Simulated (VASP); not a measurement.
# PbS (Aem2) in VASP: settings compared

The runs below take PbS through single point, relaxation of cell and atoms, with PBE+D3(BJ), PBE+D4.

All numbers are computed with VASP 6.6.1; they aren't measurements. Logs are shortened: lines on timing, memory, paths and dates and some standing lists are left out, and cuts for length are marked.

### Step 1. The cell of the first run

The typed cell holds 4 atoms: a = 6.236 Å, b = 4.168 Å, c = 4.168 Å, α = 90.00°, β = 90.00°, γ = 90.00°.

### Step 2. Single point, PBE+D3(BJ)

INCAR

```
ALGO     = Normal         # electronic algorithm
EDIFF    = 1E-6           # SCF threshold, eV
ENCUT    = 520            # plane-wave cutoff, eV
GGA      = PE             # functional
ISIF     = 2              # what is computed and relaxed
ISMEAR   = -1             # smearing method
IVDW     = 12             # dispersion correction
LASPH    = True           # aspherical terms in the spheres
LCHARG   = True           # write CHGCAR
LELF     = True           # ELF
LREAL    = False          # projectors in reciprocal space
LVHAR    = True         
LWAVE    = False          # write WAVECAR
NBANDS   = 28             # bands
NELM     = 60             # most SCF steps
PREC     = Accurate       # precision mode
SIGMA    = 0.02           # smearing width, eV
```

KPOINTS

```
k-points
0
Gamma
  2 6 6
```

POSCAR

```
PbS
1.0
    6.2358550579      0.0000000000      0.0000000000
    0.0000000000      2.9473361125      2.9473450013
    0.0000000000     -2.9473361125      2.9473450013
Pb S
2 2
Direct
    0.7320972996      0.2605523904      0.7605523904
    0.2679027004      0.7605523904      0.2605523904
    0.7265440916      0.7604476096      0.2604476096
    0.2734559084      0.2604476096      0.7604476096
```

Potentials or basis: VASP PAW PBE potentials, release 64 (Pb_d, S).

Command:

```bash
cat potpaw_PBE.64/Pb_d/POTCAR potpaw_PBE.64/S/POTCAR > POTCAR
mpirun -np 1 vasp_std > vasp.out
```

OUTCAR:

```text
EDIFF = 1E-6
   ENCUT = 520
   GGA = PE
   ISIF = 2
   ISMEAR = -1
   IVDW = 12
   LASPH = True
   LREAL = False
   NELM = 60
   PREC = Accurate
 IVDW          = 12

 ion  position               nearest neighbor table
   1  0.732  0.261  0.761-   4 2.86   3 2.95   3 2.95   3 2.95   3 2.95   4 3.38   2 4.13   2 4.13
                             2 4.13   2 4.13
   2  0.268  0.761  0.261-   3 2.86   4 2.95   4 2.95   4 2.95   4 2.95   3 3.38   1 4.13   1 4.13
                             1 4.13   1 4.13
   3  0.727  0.760  0.260-   2 2.86   1 2.95   1 2.95   1 2.95   1 2.95   2 3.38
   4  0.273  0.260  0.760-   1 2.86   2 2.95   2 2.95   2 2.95   2 2.95   1 3.38

  LATTYP: Found a simple tetragonal cell.
 ALAT       =     4.1681689885
 C/A-ratio  =     1.4960657965

  Lattice vectors:

 A1 = (   0.0000000000,   2.9473361125,   2.9473450013)
 A2 = (   0.0000000000,  -2.9473361125,   2.9473450013)
 A3 = (   6.2358550579,   0.0000000000,   0.0000000000)

Analysis of symmetry for initial positions (statically):
=====================================================================
 Subroutine PRICEL returns:
 Original cell was already a primitive cell.

 Routine SETGRP: Setting up the symmetry group for a
 simple tetragonal supercell.

 Subroutine GETGRP returns: Found  4 space group operations
 (whereof  2 operations were pure point group operations)
 out of a pool of 16 trial point group operations.

The static configuration has the point symmetry C_2 .
 The point group associated with its full space group is C_2v.

Analysis of symmetry for dynamics (positions and initial velocities):
=====================================================================
 Subroutine PRICEL returns:
 Original cell was already a primitive cell.

 Routine SETGRP: Setting up the symmetry group for a
 simple tetragonal supercell.

 Subroutine GETGRP returns: Found  4 space group operations
 (whereof  2 operations were pure point group operations)
 out of a pool of 16 trial point group operations.

The dynamic configuration has the point symmetry C_2 .
 The point group associated with its full space group is C_2v.

 Subroutine INISYM returns: Found  4 space group operations
 (whereof  2 operations are pure point group operations),
 and found     1 'primitive' translations

----------------------------------------------------------------------------------------

                                     Primitive cell

  volume of cell :     108.3395

  direct lattice vectors                    reciprocal lattice vectors
     6.235855058  0.000000000  0.000000000     0.160362932  0.000000000  0.000000000
     0.000000000  2.947336112  2.947345001     0.000000000  0.169644717  0.169644205
     0.000000000 -2.947336112  2.947345001     0.000000000 -0.169644717  0.169644205

  length of vectors
     6.235855058  4.168168989  4.168168989     0.160362932  0.239913497  0.239913497

  position of ions in fractional coordinates (direct lattice)
     0.732097300  0.260552390  0.760552390
     0.267902700  0.760552390  0.260552390
     0.726544092  0.760447610  0.260447610
     0.273455908  0.260447610  0.760447610

  ion indices of the primitive-cell ions
   primitive index   ion index
                 1           1
                 2           2
                 3           3
                 4           4

----------------------------------------------------------------------------------------

 KPOINTS: k-points

Automatic generation of k-mesh.
 Grid dimensions read from file:
 generate k-points for:    2    6    6

 Generating k-lattice:

  Cartesian coordinates                     Fractional coordinates (reciprocal lattice)
     0.080181466  0.000000000  0.000000000     0.500000000  0.000000000  0.000000000
     0.000000000  0.028274119  0.028274034     0.000000000  0.166666667  0.000000000
     0.000000000 -0.028274119  0.028274034     0.000000000  0.000000000  0.166666667

  Length of vectors
     0.080181466  0.039985583  0.039985583

  Shift w.r.t. Gamma in fractional coordinates (k-lattice)
     0.000000000  0.000000000  0.000000000

 Subroutine IBZKPT returns following result:
 ===========================================

 Found     26 irreducible k-points:

 Following reciprocal coordinates:
            Coordinates               Weight
  0.000000  0.000000  0.000000      1.000000
  0.500000  0.000000  0.000000      1.000000
  0.000000  0.166667  0.000000      4.000000
  0.500000  0.166667  0.000000      4.000000
  0.000000  0.333333  0.000000      4.000000
  0.500000  0.333333  0.000000      4.000000
[... 16 lines left out ...]
  0.000000  0.500000  0.333333      4.000000
  0.500000  0.500000  0.333333      4.000000
 [... further k-points ...]
   k-points           NKPTS =     26   k-points in BZ     NKDIM =     26   number of bands    NBANDS=     28
   number of dos      NEDOS =    301   number of ions     NIONS =      4
   total plane-waves  NPLWV =  49152
   dimension x,y,z NGX =    48 NGY =   32 NGZ =   32
   dimension x,y,z NGXF=    96 NGYF=   64 NGZF=   64
   ions per type =               2   2
   NGX,Y,Z   is equivalent  to a cutoff of  12.80, 12.76, 12.76 a.u.
   NGXF,Y,Z  is equivalent  to a cutoff of  25.59, 25.53, 25.53 a.u.
 SYSTEM =  unknown system
   PREC   = accura    normal or accurate (medium, high low for compatibility)
   ISTART =      0    job   : 0-new  1-cont  2-samecut
   ICHARG =      2    charge: 1-file 2-atom 10-const
   ISPIN  =      1    spin polarized calculation?
   LNONCOLLINEAR =      F non collinear calculations
   LSORBIT =      F    spin-orbit coupling
   LASPH  =      T    aspherical Exc in radial PAW
   ENCUT  =  520.0 eV  38.22 Ry    6.18 a.u.  11.59  7.75  7.75*2*pi/ulx,y,z
   NELM   =     60;   NELMIN=  2; NELMDL= -5     # of ELM steps
   EDIFF  = 0.1E-05   stopping-criterion for ELM
   LREAL  =      F    real-space projection
   EDIFFG = 0.1E-04   stopping-criterion for IOM
   NSW    =      0    number of steps for IOM
   IBRION =     -1    ionic relax: 0-MD 1-quasi-New 2-CG
   NFREE  =      0    steps in history (QN), initial steepest desc. (CG)
   ISIF   =      2    stress and relaxation
   ISYM   =      2    0-nonsym 1-usesym 2-fastsym
   POTIM  = 0.5000    time-step for ionic-motion
   TEBEG  =    0.0;   TEEND  =   0.0 temperature during run
   PSTRESS=    0.0 pullay stress
   NELECT =      40.0000    total number of electrons
   NUPDOWN=      -1.0000    fix difference up-down
   EMIN   =  10.00;   EMAX   =-10.00  energy-range for DOS
   EFERMI =   0.00;   METHOD = LEGACY
   ISMEAR =    -1;   SIGMA  =   0.02  broadening in eV -4-tet -1-fermi 0-gaus
   EFERMI_NEDOS =   21; number of points for ismear=-14 and -15
   IALGO  =     38    algorithm
   IMIX   =      4    mixing-type and parameters
     AMIX     =   0.40;   BMIX     =  1.00
     AMIX_MAG =   1.60;   BMIX_MAG =  1.00
  volume/ion in A,a.u.               =      27.08       182.78
  Fermi-wavevector in a.u.,A,eV,Ry     =   1.174445  2.219379 18.766796  1.379321
  Thomas-Fermi vector in A             =   2.310842
   LORBIT       =      0    0 simple, 1 ext, 2 COOP (PROOUT), +10 PAW based schemes
   GGA     = PE    functional components
   LHFCALC =     F    Hartree Fock is set to
   AEXX    =    0.0000 exact exchange contribution
   IVDW    =    12    specifies the selected vdW correction
   LEPSILON=     F    determine dielectric tensor
   LRPA    =     F    only Hartree local field effects (RPA)
 non-spin polarized calculation
  energy-cutoff  :      520.00
  volume of cell :      108.34
 maximum number of plane-waves:      2928
 NGX is ok and might be reduce to    48
   NGX = 23   NGY = 15   NGZ = 15

 number of electron      40.0000005 magnetization

 Free energy of the ion-electron system (eV)
  ---------------------------------------------------
  ext. energy  EPLUGINS =         0.00000000
  ---------------------------------------------------
  free energy    TOTEN  =       -17.24946546 eV

  energy without entropy =      -17.24946546  energy(sigma->0) =      -17.24946546

 E-fermi :   5.5962     XC(G=0):  -9.4650

 val. band max:        5.1610953663   @ k =   0.5000   0.5000   0.0000
 cond. band min:       6.0691803668   @ k =   0.5000   0.5000   0.0000
 fundamental gap:      0.9080850005
 Fermi energy:         5.5962427428

 k-point     1 :       0.0000    0.0000    0.0000
  band No.  band energies     occupation
      1     -11.5386      2.00000
      2     -11.4100      2.00000
      3     -11.4047      2.00000
      4     -11.4035      2.00000
      5     -11.4035      2.00000
      6     -11.3838      2.00000
[... 20 lines left out ...]
     27      11.1788      0.00000
     28      11.9837      0.00000

 k-point     2 :       0.5000    0.0000    0.0000
  band No.  band energies     occupation
      1     -11.5017      2.00000
      2     -11.4294      2.00000
      3     -11.3995      2.00000
      4     -11.3896      2.00000
      5     -11.3896      2.00000
      6     -11.3890      2.00000
[... 20 lines left out ...]
     27      10.8444      0.00000
     28      10.8445      0.00000

 k-point     3 :       0.0000    0.1667    0.0000
  band No.  band energies     occupation
      1     -11.5201      2.00000
      2     -11.4093      2.00000
      3     -11.4050      2.00000
      4     -11.4005      2.00000
      5     -11.3931      2.00000
      6     -11.3751      2.00000
[... 20 lines left out ...]
     27      11.1972      0.00000
     28      12.1764      0.00000

 k-point     4 :       0.5000    0.1667    0.0000
  band No.  band energies     occupation
      1     -11.4871      2.00000
      2     -11.4249      2.00000
      3     -11.3968      2.00000
      4     -11.3916      2.00000
      5     -11.3843      2.00000
      6     -11.3829      2.00000
[... 20 lines left out ...]
     27      11.3198      0.00000
     28      11.6882      0.00000

 k-point     5 :       0.0000    0.3333    0.0000
  band No.  band energies     occupation
      1     -11.4791      2.00000
      2     -11.4173      2.00000
      3     -11.4041      2.00000
      4     -11.3942      2.00000
      5     -11.3843      2.00000
      6     -11.3793      2.00000
[... 20 lines left out ...]
     27      12.7253      0.00000
     28      12.8411      0.00000

 k-point     6 :       0.5000    0.3333    0.0000
  band No.  band energies     occupation
      1     -11.4578      2.00000
      2     -11.4239      2.00000
      3     -11.3994      2.00000
      4     -11.3986      2.00000
      5     -11.3948      2.00000
      6     -11.3887      2.00000
[... 463 lines left out ...]
      5     -11.3959      2.00000
      6     -11.3832      2.00000
[... 20 lines left out ...]
     27      13.0088      0.00000
     28      13.5660      0.00000

 k-point    22 :       0.5000   -0.3333    0.3333
  band No.  band energies     occupation
      1     -11.4659      2.00000
      2     -11.4473      2.00000
      3     -11.4113      2.00000
      4     -11.4038      2.00000
      5     -11.3959      2.00000
      6     -11.3832      2.00000
[... 20 lines left out ...]
     27      13.0088      0.00000
     28      13.5512      0.00000

 k-point    23 :       0.0000    0.5000    0.3333
  band No.  band energies     occupation
      1     -11.4982      2.00000
      2     -11.4982      2.00000
      3     -11.4222      2.00000
      4     -11.4222      2.00000
      5     -11.3765      2.00000
      6     -11.3765      2.00000
[... 20 lines left out ...]
     27      10.8381      0.00000
     28      10.8381      0.00000

 k-point    24 :       0.5000    0.5000    0.3333
  band No.  band energies     occupation
      1     -11.4716      2.00000
      2     -11.4716      2.00000
      3     -11.4091      2.00000
      4     -11.4091      2.00000
      5     -11.3902      2.00000
      6     -11.3902      2.00000
[... 20 lines left out ...]
     27      12.9380      0.00000
     28      12.9381      0.00000

 [... further k-points ...]

------------------------ aborting loop because EDIFF is reached ----------------------------------------

 Edisp (eV)   -1.33719

 E8    (eV) :    -0.6028

  FORCE on cell =-STRESS in cart. coord.  units (eV):
  Direction    XX          YY          ZZ          XY          YZ          ZX
  --------------------------------------------------------------------------------------
  -------------------------------------------------------------------------------------
  Total      -0.06067    -0.03525    -0.03524     0.00000     0.00000     0.00000
  in kB      -0.89724    -0.52130    -0.52109     0.00000     0.00000     0.00000
  external pressure =       -0.65 kB  Pullay stress =        0.00 kB

 VOLUME and BASIS-vectors are now :
 -----------------------------------------------------------------------------
  energy-cutoff  :      520.00
  volume of cell :      108.34
      direct lattice vectors                 reciprocal lattice vectors
     6.235855058  0.000000000  0.000000000     0.160362932  0.000000000  0.000000000
     0.000000000  2.947336112  2.947345001     0.000000000  0.169644717  0.169644205
     0.000000000 -2.947336112  2.947345001     0.000000000 -0.169644717  0.169644205

 POSITION                                       TOTAL-FORCE (eV/Angst)
 -----------------------------------------------------------------------------------
      4.56525     -1.47367      3.00955        -0.002271      0.000000     -0.000439
      1.67060      1.47367      3.00955         0.002271      0.000000     -0.000439
      4.53062      1.47367      3.00893        -0.000480      0.000000      0.000439
      1.70523     -1.47367      3.00893         0.000480      0.000000      0.000439
 -----------------------------------------------------------------------------------
    total drift:                                0.000000      0.000001     -0.000564

  FREE ENERGIE OF THE ION-ELECTRON SYSTEM (eV)
  ---------------------------------------------------
  free  energy   TOTEN  =       -18.5866582260 eV

  energy  without entropy=      -18.5866582260  energy(sigma->0) =      -18.58665823
```

It took 51 s on 1 thread of Intel Xeon Platinum 8259CL at 2.50GHz (Skylake/Cascade Lake), shared host; peak memory 0.25 GiB.

Results:

| Quantity | Value |
| --- | --- |
| Free energy | -18.5867 eV |
| Pressure | -0.1 GPa |
| Band gap on the k mesh | 0.91 eV, direct |
| Dispersion energy per atom | -0.334 eV |

Forces in eV/Å, atoms in the order of the input:
```
Pb  -0.002  0.000  0.000
Pb   0.002  0.000  0.000
S    0.000  0.000  0.000
S    0.000  0.000  0.000
```

Caveat: the k points lie up to 0.50 Å⁻¹ apart; spin-orbit coupling is left out, which moves the levels of the heavy elements. A k mesh can miss the band edges.

### Step 3. Relaxation of cell and atoms, PBE+D4

INCAR

```
SYSTEM = PbS
PREC     = Accurate       ! precision mode
ENCUT    = 600            ! plane-wave cutoff, eV
EDIFF    = 1E-6           ! SCF threshold, eV
ISMEAR   = -1             ! smearing method
SIGMA    = 0.02           ! smearing width, eV
LREAL    = .False.        ! projectors in reciprocal space
LASPH    = .True.         ! aspherical terms in the spheres
NELM     = 100            ! most SCF steps
ALGO     = Normal         ! electronic algorithm
ISIF     = 3              ! what is computed and relaxed
LWAVE    = .False.        ! write WAVECAR
LCHARG   = .False.        ! write CHGCAR
GGA      = PE             ! functional
IVDW     = 13             ! dispersion correction
IBRION   = 2              ! ionic algorithm
NSW      = 80             ! ionic steps
EDIFFG   = -0.005         ! ionic threshold
```

KPOINTS

```
regular mesh
0
Gamma
  4 6 6
  0 0 0
```

POSCAR is that of step 2.

Potentials or basis: VASP PAW PBE potentials, release 64 (Pb_d, S).

Command:

```bash
cat potpaw_PBE.64/Pb_d/POTCAR potpaw_PBE.64/S/POTCAR > POTCAR
mpirun -np 1 vasp_std > vasp.out
```

Run time: 19 min. Hardware: 1 thread of Intel Xeon Platinum 8488C (Sapphire Rapids), shared host; peak memory 0.32 GiB.

The run converged. Its results:

| Item | Value |
| --- | --- |
| Free energy | -19.0148 eV |
| Relaxed volume | 26.17 Å³/atom |
| Relaxed cell | a = 5.951 Å, b = 4.194 Å, c = 4.194 Å, α = 90.00°, β = 90.00°, γ = 90.00° |
| Space group after relaxing (to 0.05 Å) | Fm-3m (No. 225) |
| Energy gained by relaxing | 20.9 meV/atom |
| Ionic steps | 24 |
| Pressure after relaxing | 0.0 GPa |
| Band gap on the k mesh | 0.38 eV, direct |
| Dispersion energy per atom | -0.377 eV |

Forces in eV/Å, atoms in the order of the input:
```
Pb  -0.003  0.000  0.000
Pb   0.003  0.000  0.000
S   -0.001  0.000  0.000
S    0.001  0.000  0.000
```

The path:
```tsv
step	energy change (eV)	largest force (eV/Å)	pressure (GPa)	volume (Å³)
1	0.0000	0.1016	-0.40	108.34
2	-0.0356	0.2101	-0.17	107.25
3	-0.0367	0.2349	-0.09	107.03
4	-0.0453	0.2053	-0.11	106.64
5	-0.0652	0.1435	-0.03	105.45
6	-0.0674	0.0698	0.87	103.09
7	-0.0739	0.1159	0.30	104.31
8	-0.0767	0.0518	-0.38	105.46
9	-0.0787	0.0721	-0.16	105.00
10	-0.0803	0.0563	0.07	104.55
11	-0.0808	0.0431	0.27	104.16
12	-0.0817	0.0366	0.20	104.28
13	-0.0828	0.0219	0.03	104.59
14	-0.0830	0.0209	-0.03	104.71
15	-0.0831	0.0190	-0.12	104.87
16	-0.0833	0.0157	-0.01	104.67
17	-0.0833	0.0131	0.01	104.62
18	-0.0833	0.0142	0.02	104.60
19	-0.0834	0.0117	0.04	104.57
20	-0.0834	0.0084	0.06	104.54
21	-0.0834	0.0027	-0.02	104.71
22	-0.0834	0.0057	-0.02	104.68
23	-0.0834	0.0062	-0.02	104.67
24	-0.0834	0.0025	-0.01	104.67
```

Final structure:
```
Pb S
1.0
     5.95119    0.00000    0.00000
     0.00000    2.96546    2.96547
     0.00000   -2.96546    2.96547
Pb S
2 2
Direct
  0.75023 0.26047 0.76047
  0.24977 0.76047 0.26047
  0.75028 0.76053 0.26053
  0.24972 0.26053 0.76053
```

Levels at points of the mesh, in eV from the valence-band top:
| k point | band 17 | band 18 | band 19 | band 20 | band 21 | band 22 | band 23 | band 24 |
| --- | --- | --- | --- | --- | --- | --- | --- | --- |
| (0.00, 0.00, 0.00) | -3.41 | -2.16 | -2.16 | -2.14 | 3.89 | 5.15 | 5.23 | 5.23 |
| (0.50, 0.00, 0.00) | -2.81 | -2.81 | -1.75 | -1.73 | 2.42 | 2.44 | 4.76 | 4.77 |
| (0.00, 0.50, 0.00) | -1.88 | -1.88 | -0.78 | -0.78 | 1.44 | 1.44 | 2.45 | 2.45 |
| (0.50, 0.50, 0.00) | -1.76 | -1.76 | 0.00 | 0.00 | 0.38 | 0.38 | 1.96 | 1.96 |
| (0.00, 0.50, 0.50) | -3.44 | -3.44 | -3.40 | -3.40 | 3.87 | 3.87 | 5.58 | 5.58 |
| (0.50, 0.50, 0.50) | -4.40 | -4.40 | -1.04 | -1.04 | 2.18 | 2.18 | 4.69 | 4.69 |

Caveat: spin-orbit coupling is left out, which moves the levels of the heavy elements.
